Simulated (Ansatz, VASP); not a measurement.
## One calculation of Cu, two programs

INCAR

```
PREC = Accurate
ENCUT = 520
EDIFF = 1E-7
ISMEAR = -1
SIGMA = 0.02
LREAL = F
LASPH = T
NELM = 60
ALGO = Normal
ISIF = 2
LWAVE = F
LCHARG = F
GGA = PE
NBANDS = 18
```

File KPOINTS:

```
Automatic mesh
0
Gamma
  7 7 4
```

POSCAR

```
Cu
1.0
    2.5056210000      0.0064180000      0.0131310000
   -1.2472520000      2.1854140000      0.0150950000
    0.0213100000      0.0405910000      4.1711940000
Cu
2
Direct
    0.6666666667      0.3333333333      0.7500000000
    0.3333333333      0.6666666667      0.2500000000
```

Contents of input.yaml:

```yaml
crystal:
  lattice:
    - [2.505621, 0.006418, 0.013131]
    - [-1.247252, 2.185414, 0.015095]
    - [0.02131, 0.040591, 4.171194]
  atoms:
    - { symbol: Cu, position: [0.6666666667, 0.3333333333, 0.75] }
    - { symbol: Cu, position: [0.3333333333, 0.6666666667, 0.25] }
kpoints:
  mp_grid: { grid: [7, 7, 4] }
scf:
  occupations: { method: fermi_dirac, width: 0.02 }
hamiltonian:
  xc: pbe
  pseudopotentials: { kind: all_electron, lapw: { basis_error: 0.002 } }
output:
  forces: true
  stress: true
  eigenvalues: true
```

Change from the starting cell: cell strained at random at fixed volume.

Alike in both runs: task single point; functional PBE; k mesh 7 × 7 × 4; occupations fermi-dirac, width 0.02 eV; no spin polarisation.

```csv
,VASP,Ansatz
version,VASP 6.6.1,Ansatz 0.2.0
potentials or method,"VASP PAW PBE potentials, release 64 (Cu), cutoff 520 eV","all-electron LAPW, scalar-relativistic"
```

Ansatz gave:

| Property | Result |
| --- | --- |
| gap on the k mesh at the Fermi level (eV) | none |
| pressure (GPa) | 6.8 |
| traceless stress, the component that is largest in VASP (GPa) | -2.56 |
| rms of the force components (eV/Å) | 0.010 |

Problem. Estimate VASP's values.

Solution. gap on the k mesh at the Fermi level (eV): none; pressure (GPa): 7.4; traceless stress, the component that is largest in VASP (GPa): -2.60; rms of the force components (eV/Å): 0.010.

Atom by atom the forces differ by 0.000 eV/Å (rms over components). A gap of «none» marks a metal or a gap that the smearing closes. Ansatz ran all-electron here, and VASP with PAW potentials.

The k mesh is coarse, so the values compare programs but aren't converged. Noted on Ansatz's run: the k mesh is thin for a metal, which can move the energy by tens of meV per atom.
